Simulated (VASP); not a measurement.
# As (Cmce) in VASP: a series of runs

Runs on As. Level: PBEsol. Tasks: single point.

All numbers are computed with VASP 6.6.1; they aren't measurements. Logs are shortened: lines on timing, memory, paths and dates and some standing lists are left out, and cuts for length are marked.

## 1. The cell of the first run

The structure is orthorhombic, space group Cmce (No. 64). Conventional cell: a = 3.687 Å, b = 11.110 Å, c = 4.470 Å, α = 90.00°, β = 90.00°, γ = 90.00°. Within 3.4 Å of As (site symmetry m) lie 5 As at 2.50 to 3.33 Å.

## 2. Single point, PBEsol

INCAR reads:

```
PREC = Accurate ; ENCUT = 510
EDIFF = 1E-6 ; ISMEAR = -1
SIGMA = 0.05 ; LREAL = F
LASPH = T ; NELM = 120
ALGO = Normal ; ISIF = 2
LWAVE = F ; LCHARG = T
GGA = PS ; LELF = T
LVHAR = T ; NBANDS = 38
GGA_COMPAT = F
```

KPOINTS reads:

```
Automatic mesh
0
Gamma
  6 6 5
```

POSCAR reads:

```
As
1.0
    1.8432500000     -5.5550000000      0.0000000000
    1.8432500000      5.5550000000      0.0000000000
    0.0000000000      0.0000000000      4.4700000000
As
4
Direct
    0.3900000000      0.6100000000      0.5600000000
    0.8900000000      0.1100000000      0.9400000000
    0.6100000000      0.3900000000      0.4400000000
    0.1100000000      0.8900000000      0.0600000000
```

Potentials or basis: VASP PAW PBE potentials, release 64 (As_d).

Started as:

```sh
> cat potpaw_PBE.64/As_d/POTCAR > POTCAR
> mpirun -np 1 vasp_std > vasp.out
```

OUTCAR:

```text
PREC = Accurate
   ENCUT = 510
   EDIFF = 1E-6
   ISMEAR = -1
   LREAL = F
   LASPH = T
   NELM = 120
   ISIF = 2
   GGA = PS

 ion  position               nearest neighbor table
   1  0.390  0.610  0.560-   3 2.50   2 2.51   2 2.51
   2  0.890  0.110  0.940-   4 2.50   1 2.51   1 2.51
   3  0.610  0.390  0.440-   1 2.50   4 2.51   4 2.51
   4  0.110  0.890  0.060-   2 2.50   3 2.51   3 2.51

  LATTYP: Found a base centered orthorhombic cell.
 ALAT       =     3.6865000000
 B/A-ratio  =     3.0136986301
 C/A-ratio  =     1.2125322121

  Lattice vectors:

 A1 = (   1.8432500000,  -5.5550000000,   0.0000000000)
 A2 = (   1.8432500000,   5.5550000000,   0.0000000000)
 A3 = (   0.0000000000,   0.0000000000,   4.4700000000)

Analysis of symmetry for initial positions (statically):
=====================================================================
 Subroutine PRICEL returns:
 Original cell was already a primitive cell.

 Routine SETGRP: Setting up the symmetry group for a
 base centered orthorhombic supercell.

 Subroutine GETGRP returns: Found  8 space group operations
 (whereof  4 operations were pure point group operations)
 out of a pool of  8 trial point group operations.

The static configuration has the point symmetry C_2h.
 The point group associated with its full space group is D_2h.

Analysis of symmetry for dynamics (positions and initial velocities):
=====================================================================
 Subroutine PRICEL returns:
 Original cell was already a primitive cell.

 Routine SETGRP: Setting up the symmetry group for a
 base centered orthorhombic supercell.

 Subroutine GETGRP returns: Found  8 space group operations
 (whereof  4 operations were pure point group operations)
 out of a pool of  8 trial point group operations.

The dynamic configuration has the point symmetry C_2h.
 The point group associated with its full space group is D_2h.

 Subroutine INISYM returns: Found  8 space group operations
 (whereof  4 operations are pure point group operations),
 and found     1 'primitive' translations

----------------------------------------------------------------------------------------

                                     Primitive cell

  volume of cell :      91.5389

  direct lattice vectors                    reciprocal lattice vectors
     1.843250000 -5.555000000  0.000000000     0.271260003 -0.090009001  0.000000000
     1.843250000  5.555000000  0.000000000     0.271260003  0.090009001  0.000000000
     0.000000000  0.000000000  4.470000000     0.000000000  0.000000000  0.223713647

  length of vectors
     5.852827997  5.852827997  4.470000000     0.285803445  0.285803445  0.223713647

  position of ions in fractional coordinates (direct lattice)
     0.390000000  0.610000000  0.560000000
     0.890000000  0.110000000  0.940000000
     0.610000000  0.390000000  0.440000000
     0.110000000  0.890000000  0.060000000

  ion indices of the primitive-cell ions
   primitive index   ion index
                 1           1
                 2           2
                 3           3
                 4           4

----------------------------------------------------------------------------------------

 KPOINTS: Automatic mesh

Automatic generation of k-mesh.
 Grid dimensions read from file:
 generate k-points for:    6    6    5

 Generating k-lattice:

  Cartesian coordinates                     Fractional coordinates (reciprocal lattice)
     0.045210000 -0.015001500  0.000000000     0.166666667 -0.000000000  0.000000000
     0.045210000  0.015001500  0.000000000    -0.000000000  0.166666667  0.000000000
     0.000000000  0.000000000  0.044742729     0.000000000  0.000000000  0.200000000

  Length of vectors
     0.047633908  0.047633908  0.044742729

  Shift w.r.t. Gamma in fractional coordinates (k-lattice)
     0.000000000  0.000000000  0.000000000

 Subroutine IBZKPT returns following result:
 ===========================================

 Found     39 irreducible k-points:

 Following reciprocal coordinates:
            Coordinates               Weight
  0.000000  0.000000  0.000000      1.000000
  0.166667 -0.000000  0.000000      4.000000
  0.333333 -0.000000  0.000000      4.000000
  0.500000 -0.000000  0.000000      2.000000
  0.166667  0.166667  0.000000      2.000000
  0.333333  0.166667  0.000000      4.000000
[... 16 lines left out ...]
  0.333333  0.333333  0.200000      4.000000
  0.500000  0.333333  0.200000      8.000000
 [... further k-points ...]
   k-points           NKPTS =     39   k-points in BZ     NKDIM =     39   number of bands    NBANDS=     38
   number of dos      NEDOS =    301   number of ions     NIONS =      4
   total plane-waves  NPLWV =  82944
   dimension x,y,z NGX =    48 NGY =   48 NGZ =   36
   dimension x,y,z NGXF=    96 NGYF=   96 NGZF=   72
   ions per type =               4
   NGX,Y,Z   is equivalent  to a cutoff of  13.63, 13.63, 13.39 a.u.
   NGXF,Y,Z  is equivalent  to a cutoff of  27.27, 27.27, 26.78 a.u.
 SYSTEM =  unknown system
   PREC   = accura    normal or accurate (medium, high low for compatibility)
   ISTART =      0    job   : 0-new  1-cont  2-samecut
   ICHARG =      2    charge: 1-file 2-atom 10-const
   ISPIN  =      1    spin polarized calculation?
   LNONCOLLINEAR =      F non collinear calculations
   LSORBIT =      F    spin-orbit coupling
   LASPH  =      T    aspherical Exc in radial PAW
   ENCUT  =  510.0 eV  37.48 Ry    6.12 a.u.  10.78 10.78  8.23*2*pi/ulx,y,z
   NELM   =    120;   NELMIN=  2; NELMDL= -5     # of ELM steps
   EDIFF  = 0.1E-05   stopping-criterion for ELM
   LREAL  =      F    real-space projection
   EDIFFG = 0.1E-04   stopping-criterion for IOM
   NSW    =      0    number of steps for IOM
   IBRION =     -1    ionic relax: 0-MD 1-quasi-New 2-CG
   NFREE  =      0    steps in history (QN), initial steepest desc. (CG)
   ISIF   =      2    stress and relaxation
   ISYM   =      2    0-nonsym 1-usesym 2-fastsym
   POTIM  = 0.5000    time-step for ionic-motion
   TEBEG  =    0.0;   TEEND  =   0.0 temperature during run
   PSTRESS=    0.0 pullay stress
   NELECT =      60.0000    total number of electrons
   NUPDOWN=      -1.0000    fix difference up-down
   EMIN   =  10.00;   EMAX   =-10.00  energy-range for DOS
   EFERMI =   0.00;   METHOD = LEGACY
   ISMEAR =    -1;   SIGMA  =   0.05  broadening in eV -4-tet -1-fermi 0-gaus
   EFERMI_NEDOS =   21; number of points for ismear=-14 and -15
   IALGO  =     38    algorithm
   IMIX   =      4    mixing-type and parameters
     AMIX     =   0.40;   BMIX     =  1.00
     AMIX_MAG =   1.60;   BMIX_MAG =  1.00
  volume/ion in A,a.u.               =      22.88       154.43
  Fermi-wavevector in a.u.,A,eV,Ry     =   1.422078  2.687337 27.515127  2.022305
  Thomas-Fermi vector in A             =   2.542820
   LORBIT       =      0    0 simple, 1 ext, 2 COOP (PROOUT), +10 PAW based schemes
   GGA     = PS    functional components
   LHFCALC =     F    Hartree Fock is set to
   AEXX    =    0.0000 exact exchange contribution
   IVDW    =     0    specifies the selected vdW correction
   LEPSILON=     F    determine dielectric tensor
   LRPA    =     F    only Hartree local field effects (RPA)
 non-spin polarized calculation
  energy-cutoff  :      510.00
  volume of cell :       91.54
 maximum number of plane-waves:      2413
 NGX is ok and might be reduce to    48
   NGX = 21   NGY = 21   NGZ = 17

 number of electron      60.0000008 magnetization

 Free energy of the ion-electron system (eV)
  ---------------------------------------------------
  ext. energy  EPLUGINS =         0.00000000
  ---------------------------------------------------
  free energy    TOTEN  =       -20.29296885 eV

  energy without entropy =      -20.28658001  energy(sigma->0) =      -20.28977443

 E-fermi :   2.9898     XC(G=0): -10.5143

 val. band max:        2.9676627176   @ k =  -0.1667   0.1667   0.4000
 cond. band min:       2.9939137306   @ k =   0.0000   0.0000   0.4000
 fundamental gap:      0.0262510130
 Fermi energy:         2.9898410212

 k-point     1 :       0.0000    0.0000    0.0000
  band No.  band energies     occupation
      1     -33.0394      2.00000
      2     -33.0370      2.00000
      3     -33.0166      2.00000
      4     -32.9942      2.00000
      5     -32.9892      2.00000
      6     -32.9596      2.00000
[... 30 lines left out ...]
     37       9.8924      0.00000
     38       9.9898      0.00000

 k-point     2 :       0.1667   -0.0000    0.0000
  band No.  band energies     occupation
      1     -33.0352      2.00000
      2     -33.0300      2.00000
      3     -33.0157      2.00000
      4     -32.9899      2.00000
      5     -32.9848      2.00000
      6     -32.9616      2.00000
[... 30 lines left out ...]
     37       8.4855      0.00000
     38       9.7909      0.00000

 k-point     3 :       0.3333   -0.0000    0.0000
  band No.  band energies     occupation
      1     -33.0250      2.00000
      2     -33.0143      2.00000
      3     -33.0107      2.00000
      4     -32.9820      2.00000
      5     -32.9745      2.00000
      6     -32.9620      2.00000
[... 30 lines left out ...]
     37       9.9591      0.00000
     38      10.1269      0.00000

 k-point     4 :       0.5000   -0.0000    0.0000
  band No.  band energies     occupation
      1     -33.0162      2.00000
      2     -33.0162      2.00000
      3     -32.9834      2.00000
      4     -32.9834      2.00000
      5     -32.9742      2.00000
      6     -32.9742      2.00000
[... 30 lines left out ...]
     37      10.5192      0.00000
     38      10.5192      0.00000
[... 703 lines left out ...]
      4     -32.9950      2.00000
      5     -32.9886      2.00000
      6     -32.9675      2.00000
[... 30 lines left out ...]
     37       9.2515      0.00000
     38      10.0529      0.00000

 k-point    23 :       0.3333    0.3333    0.2000
  band No.  band energies     occupation
      1     -33.0241      2.00000
      2     -33.0187      2.00000
      3     -33.0045      2.00000
      4     -32.9859      2.00000
      5     -32.9754      2.00000
      6     -32.9660      2.00000
[... 30 lines left out ...]
     37       8.8485      0.00000
     38       9.6054      0.00000

 k-point    24 :       0.5000    0.3333    0.2000
  band No.  band energies     occupation
      1     -33.0333      2.00000
      2     -33.0298      2.00000
      3     -33.0119      2.00000
      4     -32.9917      2.00000
      5     -32.9845      2.00000
      6     -32.9677      2.00000
[... 30 lines left out ...]
     37       9.1335      0.00000
     38      10.0886      0.00000

 [... further k-points ...]
[... 5 lines left out ...]
  --------------------------------------------------------------------------------------
  -------------------------------------------------------------------------------------
  Total       -0.3907114     -1.2556211     -1.0942867      0.0000000      0.0000000      0.0000000
  in kB       -6.8385006    -21.9767444    -19.1529598      0.0000000      0.0000000      0.0000000
  external PRESSURE =     -15.9894016 kB  Pullay stress =       0.0000000 kB

 VOLUME and BASIS-vectors are now :
 -----------------------------------------------------------------------------
  energy-cutoff  :      510.00
  volume of cell :       91.54
      direct lattice vectors                 reciprocal lattice vectors
     1.843250000 -5.555000000  0.000000000     0.271260003 -0.090009001  0.000000000
     1.843250000  5.555000000  0.000000000     0.271260003  0.090009001  0.000000000
     0.000000000  0.000000000  4.470000000     0.000000000  0.000000000  0.223713647

 POSITION                                       TOTAL-FORCE (eV/Angst)
 -----------------------------------------------------------------------------------
      1.84325      1.22210      2.50320         0.000000     -0.116225      0.144082
      1.84325     -4.33290      4.20180         0.000000     -0.116225     -0.144082
      1.84325     -1.22210      1.96680         0.000000      0.116225     -0.144082
      1.84325      4.33290      0.26820         0.000000      0.116225      0.144082
 -----------------------------------------------------------------------------------
    total drift:                               -0.000000      0.000000     -0.000000

  FREE ENERGIE OF THE ION-ELECTRON SYSTEM (eV)
  ---------------------------------------------------
  free  energy   TOTEN  =       -20.2929688508 eV

  energy  without entropy=      -20.2865800097  energy(sigma->0) =      -20.28977443
```

Wall time 1.9 min (1 thread of AMD EPYC 9R45 (Zen 5), shared host); peak memory 0.27 GiB.

What came out:

```yaml
Free_energy: -20.2930 eV
Pressure: -1.6 GPa
Largest_force: 0.185 eV/Å
```

Forces on the atoms (eV/Å):
```
As   0.000 -0.116  0.144
As   0.000 -0.116 -0.144
As   0.000  0.116 -0.144
As   0.000  0.116  0.144
```

Caveat: the PAW data sets were made with another functional, which shifts forces and pressure a little.

## 3. Single point, PBEsol

This run uses another cell than the first one, of 21.99 Å³/atom.

INCAR reads:

```
SYSTEM = As
ALGO = Normal
EDIFF = 1E-6
ENCUT = 510
GGA = PS
GGA_COMPAT = .False.
ISIF = 2
ISMEAR = -1
LASPH = .True.
LCHARG = .False.
LREAL = .False.
LWAVE = .False.
NBANDS = 38
NELM = 120
PREC = Accurate
SIGMA = 0.05
```

KPOINTS reads:

```
k-points
0
Gamma
  7 7 5
  0 0 0
```

Edit POSCAR of step 2 so:

```diff
@@ -2,4 +2,4 @@
 1.0
-    1.8432500000     -5.5550000000      0.0000000000
-    1.8432500000      5.5550000000      0.0000000000
+    1.8067500000     -5.4450000000      0.0000000000
+    1.8067500000      5.4450000000      0.0000000000
     0.0000000000      0.0000000000      4.4700000000
```

Potentials or basis: VASP PAW PBE potentials, release 64 (As_d).

Started as:

```sh
> cat potpaw_PBE.64/As_d/POTCAR > POTCAR
> mpirun -np 1 vasp_std > vasp.out
```

Wall time 2.2 min (1 thread of Intel Xeon Platinum 8488C (Sapphire Rapids), shared host); peak memory 0.29 GiB.

The run converged. Its results:

| Item | Value |
| --- | --- |
| Free energy | -20.2922 eV |
| Pressure | 1.3 GPa |
| Largest force | 0.242 eV/Å |
| Band gap on the k mesh | zero (bands 30 and 31 overlap by 0.18 eV) |

Forces on the atoms (eV/Å):
```
As   0.000  0.230  0.075
As   0.000  0.230 -0.075
As   0.000 -0.230 -0.075
As   0.000 -0.230  0.075
```

Stress tensor (GPa, compression positive):
```
 2.21  0.00  0.00
 0.00  1.92  0.00
 0.00  0.00 -0.38
```

Levels at points of the mesh, in eV from the Fermi level:
```tsv
k point	band 27	band 28	band 29	band 30	band 31	band 32	band 33	band 34
(0.00, 0.00, 0.00)	-3.08	-2.38	-1.88	-1.20	1.89	1.97	2.48	3.35
```

Caveat: the PAW data sets were made with another functional, which shifts forces and pressure a little.

## 4. Single point, PBEsol

This run uses another cell than the first one, of 22.43 Å³/atom.

INCAR reads:

```
SYSTEM = As
ALGO = Normal
EDIFF = 1E-6
ENCUT = 510
GGA = PS
GGA_COMPAT = .FALSE.
ISIF = 2
ISMEAR = -1
LASPH = .TRUE.
LCHARG = .FALSE.
LREAL = .FALSE.
LWAVE = .FALSE.
NBANDS = 38
NELM = 120
PREC = Accurate
SIGMA = 0.05
```

KPOINTS reads:

```
k-points
0
G
  7 7 5
  0 0 0
```

Edit POSCAR of step 3 so:

```diff
@@ -2,4 +2,4 @@
 1.0
-    1.8067500000     -5.4450000000      0.0000000000
-    1.8067500000      5.4450000000      0.0000000000
+    1.8250000000     -5.5000000000      0.0000000000
+    1.8250000000      5.5000000000      0.0000000000
     0.0000000000      0.0000000000      4.4700000000
```

Started as:

```sh
> cat potpaw_PBE.64/As_d/POTCAR > POTCAR
> mpirun -np 1 vasp_std > vasp.out
```

Run time: 87 s. Hardware: 1 thread of Intel Xeon 6975P-C (Granite Rapids), shared host; peak memory 0.32 GiB.

Results (log left out):

```yaml
Free_energy: -20.3052 eV
Pressure: -0.2 GPa
Largest_force: 0.122 eV/Å
Band_gap_on_the_k_mesh: zero (bands 30 and 31 overlap by 0.23 eV)
```

Forces in eV/Å, atoms in the order of the input:
```
As   0.000  0.059  0.107
As   0.000  0.059 -0.107
As   0.000 -0.059 -0.107
As   0.000 -0.059  0.107
```

Stress tensor (GPa, compression positive):
```
 0.58  0.00  0.00
 0.00 -0.04  0.00
 0.00  0.00 -1.26
```

Levels at points of the mesh, in eV from the Fermi level:
| k point | band 28 | band 29 | band 30 | band 31 | band 32 | band 33 |
| --- | --- | --- | --- | --- | --- | --- |
| (0.00, 0.00, 0.00) | -2.31 | -1.93 | -1.12 | 1.88 | 1.93 | 2.43 |

Caveat: the PAW data sets were made with another functional, which shifts forces and pressure a little.

## 5. Single point, PBEsol

This run uses another cell than the first one, of 21.55 Å³/atom.

INCAR reads:

```
  ALGO = Normal
  EDIFF = 1E-6
  ENCUT = 510
  GGA = PS
  GGA_COMPAT = F
  ISIF = 2
  ISMEAR = -1
  LASPH = T
  LCHARG = F
  LREAL = F
  LWAVE = F
  NBANDS = 38
  NELM = 120
  PREC = Accurate
  SIGMA = 0.05
```

KPOINTS reads:

```
k-points
0
Gamma
  7 7 5
```

Edit POSCAR of step 4 so:

```diff
@@ -2,4 +2,4 @@
 1.0
-    1.8250000000     -5.5000000000      0.0000000000
-    1.8250000000      5.5000000000      0.0000000000
+    1.7885000000     -5.3900000000      0.0000000000
+    1.7885000000      5.3900000000      0.0000000000
     0.0000000000      0.0000000000      4.4700000000
```

Started as:

```sh
> cat potpaw_PBE.64/As_d/POTCAR > POTCAR
> mpirun -np 1 vasp_std > vasp.out
```

Wall time 71 s (1 thread of Intel Xeon 6975P-C (Granite Rapids), shared host); peak memory 0.28 GiB.

It converged, with:

- Free energy: -20.2584 eV
- Pressure: 2.9 GPa
- Largest force: 0.414 eV/Å
- Band gap on the k mesh: zero (bands 30 and 31 overlap by 0.13 eV)

Forces in eV/Å, atoms in the order of the input:
```
As   0.000  0.412  0.038
As   0.000  0.412 -0.038
As   0.000 -0.412 -0.038
As   0.000 -0.412  0.038
```

Stress tensor (GPa, compression positive):
```
3.99 0.00 0.00
0.00 4.06 0.00
0.00 0.00 0.66
```

Levels at points of the mesh, in eV from the Fermi level:
| k point | band 28 | band 29 | band 30 | band 31 | band 32 | band 33 |
| --- | --- | --- | --- | --- | --- | --- |
| (0.00, 0.00, 0.00) | -2.43 | -1.82 | -1.29 | 1.90 | 2.03 | 2.54 |

Caveat: the PAW data sets were made with another functional, which shifts forces and pressure a little.

## 6. Summary

| cell | k mesh | gap on the mesh (eV) | pressure (GPa) | largest force (eV/Å) |
| --- | --- | --- | --- | --- |
| a = 5.853, b = 5.853, c = 4.470 Å, angles 90.0, 90.0, 143.3°, 4 atoms | 6 × 6 × 5 | - | -1.6 | 0.19 |
| a = 5.737, b = 5.737, c = 4.470 Å, angles 90.0, 90.0, 143.3°, 4 atoms | 7 × 7 × 5 | none | 1.3 | 0.24 |
| a = 5.795, b = 5.795, c = 4.470 Å, angles 90.0, 90.0, 143.3°, 4 atoms | 7 × 7 × 5 | none | -0.2 | 0.12 |
| a = 5.679, b = 5.679, c = 4.470 Å, angles 90.0, 90.0, 143.3°, 4 atoms | 7 × 7 × 5 | none | 2.9 | 0.41 |

Alike in all rows: task single point; level PBEsol; potentials or basis VASP PAW PBE potentials, release 64 (As_d); no spin polarisation; cutoff (eV) 510; smearing fermi-dirac 0.05 eV.

Caveats: the PAW data sets were made with another functional, which shifts forces and pressure a little.

Absolute energies hang on the potentials; compare differences alone.

The gap in the log of VASP goes by the Fermi energy; the results here count the filled bands.